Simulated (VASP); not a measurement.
BN: single point with PBE

Crystal: BN.

```
CELL_PARAMETERS angstrom
2.55394 0.00000 0.00000
-1.27697 2.21178 0.00000
0.00000 0.00000 4.22685
ATOMIC_POSITIONS crystal
B 0.54920 0.33333 0.07070
B 0.33333 0.66667 0.49972
N 0.66667 0.33333 0.62528
N 0.33333 0.66667 0.12528
```

This cell differs from its parent crystal: atom 1 (B) moved by (-0.300, +0.300) A along x and z.

```
Program             : VASP 6.6.1
Task                : single point
Functional          : PBE
Potentials or basis : VASP PAW PBE potentials, release 64 (B, N)
Cutoff              : 520 eV
k mesh              : 12 × 12 × 6
Occupations         : gaussian, width 0.05 eV
Spin                : no spin polarisation
```

```
Pressure               : 32.3 GPa
Largest force          : 14.644 eV/Å
Band gap on the k mesh : 3.25 eV (least direct gap 5.07 eV)
```

Forces in eV/Å, atoms in the order of the input:
```
B    11.520  -5.606  -7.092
B    -0.093  -0.035   3.379
N    -0.695  -0.046  -0.551
N   -10.732   5.688   4.265
```

Stress tensor (GPa, compression positive):
```
 47.27 -29.67  -5.89
-29.67  28.63   7.11
 -5.89   7.11  20.85
```

Levels at points of the mesh, in eV from the valence-band top:
```tsv
k point	band 4	band 5	band 6	band 7	band 8	band 9	band 10	band 11	band 12	band 13
(0.00, 0.00, 0.00)	-6.78	-2.13	-0.91	-0.41	0.00	5.23	7.23	7.59	9.27	9.86
(0.50, 0.00, 0.00)	-8.41	-8.18	-7.64	-3.45	-3.17	4.74	7.13	9.42	10.52	11.95
(0.00, 0.50, 0.00)	-8.48	-7.58	-5.95	-3.96	-2.90	3.44	6.48	8.78	11.35	12.77
(0.50, 0.50, 0.00)	-8.71	-6.99	-5.96	-4.81	-2.87	5.43	6.61	9.26	11.33	12.03
(0.00, 0.00, 0.50)	-6.86	-4.46	-1.77	-1.08	-0.78	5.35	7.34	9.02	9.45	9.60
(0.50, 0.00, 0.50)	-10.03	-8.00	-4.83	-3.69	-2.22	4.46	5.71	8.05	8.97	13.19
(0.00, 0.50, 0.50)	-9.98	-6.07	-4.68	-3.58	-2.25	3.25	5.00	7.22	9.34	13.27
(0.50, 0.50, 0.50)	-10.08	-5.63	-4.59	-3.61	-2.30	3.34	5.73	7.32	9.62	13.63
```

It took 4.2 min on 1 thread of Intel Xeon 8259CL, with other jobs on the host, peak memory 0.24 GiB.

Caveat: the cell differs from its parent crystal (atom 1 (B) moved by (-0.300, +0.300) A along x and z); the stress differs along the axes, from 21 to 47 GPa; forces of over 1 eV/Å act on the atoms, so gaps and moduli don't describe the material at rest. A k mesh can miss the band edges.
